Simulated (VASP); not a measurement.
# NaCl (I4/mmm) in VASP: a series of runs

The runs below take NaCl through single point, with PBE.

Everything below comes from runs of VASP 6.6.1. Logs are shortened: lines on timing, memory, paths and dates and some standing lists are left out, and cuts for length are marked.

### 1 The cell of the first run

It takes space group I4/mmm (No. 139, tetragonal). Conventional cell: a = 3.684 Å, b = 3.684 Å, c = 5.663 Å, α = 90.00°, β = 90.00°, γ = 90.00°. Within 3.4 Å of Na (site symmetry 4/mmm) lie 6 Cl at 2.61 to 2.83 Å. Cl (site symmetry 4/mmm) has 6 Na at 2.61 to 2.83 Å within 3.4 Å.

### 2 Single point, PBE (strain -0.080 along x and y, +0.000 along z)

INCAR reads:

```
PREC = Accurate
ENCUT = 520
EDIFF = 1E-6
ISMEAR = 0
SIGMA = 0.05
LREAL = False
LASPH = True
NELM = 60
ALGO = Normal
ISIF = 2
LWAVE = False
LCHARG = False
GGA = PE
NBANDS = 14
```

KPOINTS reads:

```
Automatic mesh
0
Gamma
  8 8 8
```

POSCAR reads:

```
NaCl
1.0
    0.0000000000      2.6052100000      2.8317500000
    2.6052100000      0.0000000000      2.8317500000
    2.6052100000      2.6052100000      0.0000000000
Na Cl
1 1
Direct
    0.0000000000      0.0000000000      0.0000000000
    0.5000000000      0.5000000000      0.5000000000
```

Potentials or basis: VASP PAW PBE potentials, release 64 (Na_pv, Cl).

Run with:

```
$ cat potpaw_PBE.64/Na_pv/POTCAR potpaw_PBE.64/Cl/POTCAR > POTCAR
$ mpirun -np 1 vasp_std > vasp.out
```

OUTCAR:

```text
PREC = Accurate
   ENCUT = 520
   EDIFF = 1E-6
   ISMEAR = 0
   LREAL = False
   LASPH = True
   NELM = 60
   ISIF = 2
   GGA = PE

 ion  position               nearest neighbor table
   1  0.000  0.000  0.000-   2 2.61   2 2.61   2 2.61   2 2.61
   2  0.500  0.500  0.500-   1 2.61   1 2.61   1 2.61   1 2.61

  LATTYP: Found a body centered tetragonal cell.
 ALAT       =     3.6843233148
 C/A-ratio  =     1.5371886548

  Lattice vectors:

 A1 = (  -2.6052100000,   0.0000000000,   2.8317500000)
 A2 = (   2.6052100000,   0.0000000000,   2.8317500000)
 A3 = (   0.0000000000,   2.6052100000,  -2.8317500000)

Analysis of symmetry for initial positions (statically):
=====================================================================
 Subroutine PRICEL returns:
 Original cell was already a primitive cell.

 Routine SETGRP: Setting up the symmetry group for a
 body centered tetragonal supercell.

 Subroutine GETGRP returns: Found 16 space group operations
 (whereof 16 operations were pure point group operations)
 out of a pool of 16 trial point group operations.

The static configuration has the point symmetry D_4h.

Analysis of symmetry for dynamics (positions and initial velocities):
=====================================================================
 Subroutine PRICEL returns:
 Original cell was already a primitive cell.

 Routine SETGRP: Setting up the symmetry group for a
 body centered tetragonal supercell.

 Subroutine GETGRP returns: Found 16 space group operations
 (whereof 16 operations were pure point group operations)
 out of a pool of 16 trial point group operations.

The dynamic configuration has the point symmetry D_4h.

 Subroutine INISYM returns: Found 16 space group operations
 (whereof 16 operations are pure point group operations),
 and found     1 'primitive' translations

----------------------------------------------------------------------------------------

                                     Primitive cell

  volume of cell :      38.4388

  direct lattice vectors                    reciprocal lattice vectors
     0.000000000  2.605210000  2.831750000    -0.191923108  0.191923108  0.176569259
     2.605210000  0.000000000  2.831750000     0.191923108 -0.191923108  0.176569259
     2.605210000  2.605210000  0.000000000     0.191923108  0.191923108 -0.176569259

  length of vectors
     3.847847087  3.847847087  3.684323315     0.323798799  0.323798799  0.323798799

  position of ions in fractional coordinates (direct lattice)
     0.000000000  0.000000000  0.000000000
     0.500000000  0.500000000  0.500000000

  ion indices of the primitive-cell ions
   primitive index   ion index
                 1           1
                 2           2

----------------------------------------------------------------------------------------

 KPOINTS: Automatic mesh

Automatic generation of k-mesh.
 Grid dimensions read from file:
 generate k-points for:    8    8    8

 Generating k-lattice:

  Cartesian coordinates                     Fractional coordinates (reciprocal lattice)
    -0.023990388  0.023990388  0.022071157     0.125000000  0.000000000  0.000000000
     0.023990388 -0.023990388  0.022071157     0.000000000  0.125000000  0.000000000
     0.023990388  0.023990388 -0.022071157    -0.000000000 -0.000000000  0.125000000

  Length of vectors
     0.040474850  0.040474850  0.040474850

  Shift w.r.t. Gamma in fractional coordinates (k-lattice)
     0.000000000  0.000000000  0.000000000

 Subroutine IBZKPT returns following result:
 ===========================================

 Found     59 irreducible k-points:

 Following reciprocal coordinates:
            Coordinates               Weight
  0.000000  0.000000  0.000000      1.000000
  0.125000  0.000000  0.000000      8.000000
  0.250000  0.000000  0.000000      8.000000
  0.375000  0.000000  0.000000      8.000000
  0.500000  0.000000  0.000000      4.000000
  0.125000  0.125000  0.000000      2.000000
[... 16 lines left out ...]
  0.250000  0.000000  0.125000     16.000000
  0.375000  0.000000  0.125000     16.000000
 [... further k-points ...]
   k-points           NKPTS =     59   k-points in BZ     NKDIM =     59   number of bands    NBANDS=     14
   number of dos      NEDOS =    301   number of ions     NIONS =      2
   total plane-waves  NPLWV =  25200
   dimension x,y,z NGX =    30 NGY =   30 NGZ =   28
   dimension x,y,z NGXF=    60 NGYF=   60 NGZF=   56
   ions per type =               1   1
   NGX,Y,Z   is equivalent  to a cutoff of  12.96, 12.96, 12.63 a.u.
   NGXF,Y,Z  is equivalent  to a cutoff of  25.92, 25.92, 25.27 a.u.
 SYSTEM =  unknown system
   PREC   = accura    normal or accurate (medium, high low for compatibility)
   ISTART =      0    job   : 0-new  1-cont  2-samecut
   ICHARG =      2    charge: 1-file 2-atom 10-const
   ISPIN  =      1    spin polarized calculation?
   LNONCOLLINEAR =      F non collinear calculations
   LSORBIT =      F    spin-orbit coupling
   LASPH  =      T    aspherical Exc in radial PAW
   ENCUT  =  520.0 eV  38.22 Ry    6.18 a.u.   7.15  7.15  6.85*2*pi/ulx,y,z
   NELM   =     60;   NELMIN=  2; NELMDL= -5     # of ELM steps
   EDIFF  = 0.1E-05   stopping-criterion for ELM
   LREAL  =      F    real-space projection
   EDIFFG = 0.1E-04   stopping-criterion for IOM
   NSW    =      0    number of steps for IOM
   IBRION =     -1    ionic relax: 0-MD 1-quasi-New 2-CG
   NFREE  =      0    steps in history (QN), initial steepest desc. (CG)
   ISIF   =      2    stress and relaxation
   ISYM   =      2    0-nonsym 1-usesym 2-fastsym
   POTIM  = 0.5000    time-step for ionic-motion
   TEBEG  =    0.0;   TEEND  =   0.0 temperature during run
   PSTRESS=    0.0 pullay stress
   NELECT =      14.0000    total number of electrons
   NUPDOWN=      -1.0000    fix difference up-down
   EMIN   =  10.00;   EMAX   =-10.00  energy-range for DOS
   EFERMI =   0.00;   METHOD = LEGACY
   ISMEAR =     0;   SIGMA  =   0.05  broadening in eV -4-tet -1-fermi 0-gaus
   EFERMI_NEDOS =   21; number of points for ismear=-14 and -15
   IALGO  =     38    algorithm
   IMIX   =      4    mixing-type and parameters
     AMIX     =   0.40;   BMIX     =  1.00
     AMIX_MAG =   1.60;   BMIX_MAG =  1.00
  volume/ion in A,a.u.               =      19.22       129.70
  Fermi-wavevector in a.u.,A,eV,Ry     =   1.169124  2.209325 18.597148  1.366852
  Thomas-Fermi vector in A             =   2.305602
   LORBIT       =      0    0 simple, 1 ext, 2 COOP (PROOUT), +10 PAW based schemes
   GGA     = PE    functional components
   LHFCALC =     F    Hartree Fock is set to
   AEXX    =    0.0000 exact exchange contribution
   IVDW    =     0    specifies the selected vdW correction
   LEPSILON=     F    determine dielectric tensor
   LRPA    =     F    only Hartree local field effects (RPA)
 non-spin polarized calculation
 Gauss-broadening in eV      SIGMA  =   0.05
  energy-cutoff  :      520.00
  volume of cell :       38.44
 maximum number of plane-waves:      1054
 NGX is ok and might be reduce to    30
   NGX = 15   NGY = 15   NGZ = 13

 number of electron      13.9999994 magnetization

 Free energy of the ion-electron system (eV)
  ---------------------------------------------------
  ext. energy  EPLUGINS =         0.00000000
  ---------------------------------------------------
  free energy    TOTEN  =        -6.59345982 eV

  energy without entropy =       -6.59345982  energy(sigma->0) =       -6.59345982

 E-fermi :   0.5629     XC(G=0):  -8.8370

 val. band max:        0.2667959424   @ k =   0.0000   0.0000   0.0000
 cond. band min:       6.0220741728   @ k =   0.0000   0.0000   0.0000
 fundamental gap:      5.7552782304
 Fermi energy:         0.5629201363

 k-point     1 :       0.0000    0.0000    0.0000
  band No.  band energies     occupation
      1     -20.3021      2.00000
      2     -20.2965      2.00000
      3     -20.2965      2.00000
      4     -12.8104      2.00000
      5       0.2559      2.00000
      6       0.2559      2.00000
      7       0.2668      2.00000
      8       6.0221      0.00000
      9      11.0657      0.00000
     10      11.7740      0.00000
     11      11.7740      0.00000
     12      13.3335      0.00000
     13      14.4318      0.00000
     14      15.7998      0.00000

 k-point     2 :       0.1250    0.0000    0.0000
  band No.  band energies     occupation
      1     -20.3080      2.00000
      2     -20.3013      2.00000
      3     -20.2966      2.00000
      4     -12.7362      2.00000
      5      -0.2061      2.00000
      6       0.1923      2.00000
      7       0.2121      2.00000
      8       6.5759      0.00000
      9      10.9469      0.00000
     10      11.5553      0.00000
     11      12.0227      0.00000
     12      13.2261      0.00000
     13      14.1606      0.00000
     14      16.8594      0.00000

 k-point     3 :       0.2500    0.0000    0.0000
  band No.  band energies     occupation
      1     -20.3303      2.00000
      2     -20.3043      2.00000
      3     -20.2966      2.00000
      4     -12.5503      2.00000
      5      -1.1252      2.00000
      6       0.0278      2.00000
      7       0.1096      2.00000
      8       7.5143      0.00000
      9      10.6650      0.00000
     10      11.5700      0.00000
     11      12.3644      0.00000
     12      13.7921      0.00000
     13      14.1754      0.00000
     14      17.1569      0.00000
[... 324 lines left out ...]
 k-point    23 :       0.2500    0.0000    0.1250
  band No.  band energies     occupation
      1     -20.3249      2.00000
      2     -20.3056      2.00000
      3     -20.3005      2.00000
      4     -12.5557      2.00000
      5      -0.9395      2.00000
      6      -0.0417      2.00000
      7       0.0129      2.00000
      8       7.6488      0.00000
      9      10.1016      0.00000
     10      12.0077      0.00000
     11      12.3266      0.00000
     12      13.1711      0.00000
     13      14.3541      0.00000
     14      18.2096      0.00000

 k-point    24 :       0.3750    0.0000    0.1250
  band No.  band energies     occupation
      1     -20.3457      2.00000
      2     -20.3080      2.00000
      3     -20.3006      2.00000
      4     -12.3695      2.00000
      5      -1.6673      2.00000
      6      -0.1730      2.00000
      7      -0.1534      2.00000
      8       8.1764      0.00000
      9      10.4977      0.00000
     10      11.5429      0.00000
     11      12.0959      0.00000
     12      14.5155      0.00000
     13      15.8115      0.00000
     14      17.8637      0.00000

 [... further k-points ...]

------------------------ aborting loop because EDIFF is reached ----------------------------------------

  FORCE on cell =-STRESS in cart. coord.  units (eV):
  Direction    XX          YY          ZZ          XY          YZ          ZX
  --------------------------------------------------------------------------------------
  -------------------------------------------------------------------------------------
  Total        2.3141882      2.3141882      0.6601419      0.0000000      0.0000000      0.0000000
  in kB       96.4581375     96.4581375     27.5155046      0.0000000      0.0000000      0.0000000
  external PRESSURE =      73.4772598 kB  Pullay stress =       0.0000000 kB

 VOLUME and BASIS-vectors are now :
 -----------------------------------------------------------------------------
  energy-cutoff  :      520.00
  volume of cell :       38.44
      direct lattice vectors                 reciprocal lattice vectors
     0.000000000  2.605210000  2.831750000    -0.191923108  0.191923108  0.176569259
     2.605210000  0.000000000  2.831750000     0.191923108 -0.191923108  0.176569259
     2.605210000  2.605210000  0.000000000     0.191923108  0.191923108 -0.176569259

 POSITION                                       TOTAL-FORCE (eV/Angst)
 -----------------------------------------------------------------------------------
      0.00000      0.00000      0.00000         0.000000      0.000000     -0.000000
      2.60521      2.60521      2.83175         0.000000      0.000000      0.000000
 -----------------------------------------------------------------------------------
    total drift:                               -0.000000      0.000000      0.000000

  FREE ENERGIE OF THE ION-ELECTRON SYSTEM (eV)
  ---------------------------------------------------
  free  energy   TOTEN  =        -6.5934598239 eV

  energy  without entropy=       -6.5934598239  energy(sigma->0) =       -6.59345982
```

Wall time 36 s (1 thread of Intel Xeon 8259CL, shared host); peak memory 0.17 GiB.

What came out:

```yaml
Free_energy: -6.5935 eV
Pressure: 7.3 GPa
Band_gap_on_the_k_mesh: 5.76 eV
```

Levels at points of the mesh, in eV from the valence-band top:
| k point | band 5 | band 6 | band 7 | band 8 | band 9 | band 10 |
| --- | --- | --- | --- | --- | --- | --- |
| (0.00, 0.00, 0.00) | -0.01 | -0.01 | 0.00 | 5.76 | 10.80 | 11.51 |
| (0.50, 0.00, 0.00) | -2.45 | -0.45 | -0.30 | 7.50 | 10.96 | 11.82 |
| (0.50, 0.50, 0.00) | -2.17 | -0.61 | -0.61 | 8.11 | 8.11 | 11.92 |
| (0.50, 0.00, 0.50) | -2.07 | -0.98 | -0.70 | 7.81 | 7.98 | 12.73 |

Caveat: the cell differs from its parent crystal (strain -0.080 along x and y, +0.000 along z); the cell stands under pressure.

### 3 Single point, PBE (strain -0.040 along x and y, -0.080 along z)

INCAR reads:

```
PREC = Accurate ; ENCUT = 520
EDIFF = 1E-7 ; ISMEAR = 0
SIGMA = 0.05 ; LREAL = False
LASPH = True ; NELM = 100
ALGO = Normal ; ISIF = 2
LWAVE = False ; LCHARG = False
GGA = PE ; NBANDS = 14
```

KPOINTS is that of step 2.

POSCAR reads:

```
NaCl
1.0
    0.0000000000      2.7184800000      2.6052100000
    2.7184800000      0.0000000000      2.6052100000
    2.7184800000      2.7184800000      0.0000000000
Na Cl
1 1
Direct
    0.0000000000      0.0000000000      0.0000000000
    0.5000000000      0.5000000000      0.5000000000
```

Potentials or basis: VASP PAW PBE potentials, release 64 (Na_pv, Cl).

Run with:

```
$ cat potpaw_PBE.64/Na_pv/POTCAR potpaw_PBE.64/Cl/POTCAR > POTCAR
$ mpirun -np 1 vasp_std > vasp.out
```

Run time: 41 s. Hardware: 1 thread of Intel Xeon 8259CL, shared host; peak memory 0.17 GiB.

Results (log left out):

```
Free energy            : -6.6298 eV
Pressure               : 6.8 GPa
Band gap on the k mesh : 5.75 eV
```

Stress tensor (GPa, compression positive):
```
5.38 0.00 0.00
0.00 5.38 0.00
0.00 0.00 9.50
```

Levels at points of the mesh, in eV from the valence-band top:
| k point | band 5 | band 6 | band 7 | band 8 | band 9 | band 10 |
| --- | --- | --- | --- | --- | --- | --- |
| (0.00, 0.00, 0.00) | -0.02 | 0.00 | 0.00 | 5.75 | 11.12 | 11.12 |
| (0.50, 0.00, 0.00) | -2.44 | -0.41 | -0.34 | 7.51 | 11.08 | 11.59 |
| (0.50, 0.50, 0.00) | -2.06 | -0.84 | -0.84 | 7.77 | 7.95 | 12.74 |
| (0.50, 0.00, 0.50) | -2.13 | -0.79 | -0.66 | 7.96 | 7.99 | 12.32 |

Caveat: the cell differs from its parent crystal (strain -0.040 along x and y, -0.080 along z); the cell stands under pressure.

[end of part 1 of 2]
